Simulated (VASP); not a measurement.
A run of VASP 6.6.1:

INCAR

```
PREC = Accurate ; ENCUT = 520
EDIFF = 1E-6 ; ISMEAR = 0
SIGMA = 0.15 ; LREAL = False
LASPH = True ; NELM = 150
ALGO = Normal ; ISIF = 2
LWAVE = False ; LCHARG = False
ISPIN = 2 ; MAGMOM = 0.25
LORBIT = 11 ; NUPDOWN = 0.25
LMAXMIX = 4 ; GGA = CA
NBANDS = 18
```

Contents of KPOINTS:

```
regular mesh
0
Gamma
  22 22 22
```

File POSCAR:

```
Rh
1.0
    0.0000000000      1.7568979448      1.7568979448
    1.7568979448      0.0000000000      1.7568979448
    1.7568979448      1.7568979448      0.0000000000
Rh
1
Direct
    0.0000000000      0.0000000000      0.0000000000
```

Potentials or basis: VASP PAW LDA potentials, release 64 (Rh_pv).

Launch:

```bash
$ cat potpaw_LDA.64/Rh_pv/POTCAR > POTCAR
$ mpirun -np 1 vasp_std > vasp.out
```

Hardware: 1 thread of Intel(R) Xeon(R) 6975P-C (Granite Rapids), on a shared host.

Question: Estimate the wall time of this run.

Answer: Wall time 38 s on 1 thread of Intel(R) Xeon(R) 6975P-C (Granite Rapids) (shared host), peak memory 0.19 GiB. Counts: scf iterations 12, k points 328.
